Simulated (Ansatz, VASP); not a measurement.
**Two plane-wave programs on Au4I**

File INCAR:

```
PREC = Accurate
ENCUT = 600
EDIFF = 1E-6
ISMEAR = 0
SIGMA = 0.1
LREAL = F
LASPH = T
NELM = 100
ALGO = Normal
ISIF = 3
LWAVE = F
LCHARG = F
GGA = PE
IBRION = 2
NSW = 100
EDIFFG = -0.01
```

File KPOINTS:

```
Automatic mesh
0
Gamma
  8 8 8
```

The input POSCAR:

```
Au4I
1.0
    5.0455993883      0.0000000000      0.0000000000
    0.0000000000      5.0455993883      0.0000000000
    0.0000000000      0.0000000000      5.0455993883
Au I
4 1
Direct
    0.3069648333      0.3069648333      0.3069648333
    0.6930351667      0.6930351667      0.3069648333
    0.6930351667      0.3069648333      0.6930351667
    0.3069648333      0.6930351667      0.6930351667
    0.0000000000      0.0000000000      0.0000000000
```

Input for Ansatz:

```yaml
crystal:
  lattice:
    - [5.0455993883, 0.0, 0.0]
    - [0.0, 5.0455993883, 0.0]
    - [0.0, 0.0, 5.0455993883]
  atoms:
    - { symbol: Au, position: [0.3069648333, 0.3069648333, 0.3069648333] }
    - { symbol: Au, position: [0.6930351667, 0.6930351667, 0.3069648333] }
    - { symbol: Au, position: [0.6930351667, 0.3069648333, 0.6930351667] }
    - { symbol: Au, position: [0.3069648333, 0.6930351667, 0.6930351667] }
    - { symbol: I, position: [0.0, 0.0, 0.0] }
basis:
  ecutwfc: 420
kpoints:
  mp_grid: { grid: [8, 8, 8] }
hamiltonian:
  xc: pbe
scf:
  occupations: { method: gaussian, width: 0.1 }
output:
  forces: true
  stress: true
  eigenvalues: true
relax:
  adjacent_minimum: "off"
  f_tol: 0.01
  max_steps: 80
  cell: { stress_tol: 0.05 }
```

Change from the starting cell: ordered vacancies on the anion sites of cuprite (P-43m, No. 215).

Alike in both runs: task relaxation of cell and atoms; functional PBE; k mesh 8 × 8 × 8; occupations gaussian, width 0.1 eV; no spin polarisation.

|  | VASP | Ansatz |
| --- | --- | --- |
| version | VASP 6.6.1 | Ansatz 0.2.0 |
| potentials or method | VASP PAW PBE potentials, release 64 (Au, I), cutoff 600 eV | scalar-relativistic, plane waves, PAW |
| valence electrons in the cell | 51 | 93 |

```csv
,VASP,Ansatz,Ansatz less VASP
"gap on the k mesh at the Fermi level, each at its own relaxed structure (eV)",none,none,-
relaxed volume (Å³/atom),25.46,25.51,+0.044
relaxed cell length with the largest relative difference (Å),5.031,5.034,+0.0029
```

A gap of «none» marks a metal or a gap that the smearing closes. VASP's potentials hold 51 valence electrons a cell and Ansatz's 93, so a difference there can come from the potentials and not from the codes.

Neither program's run includes spin-orbit coupling.
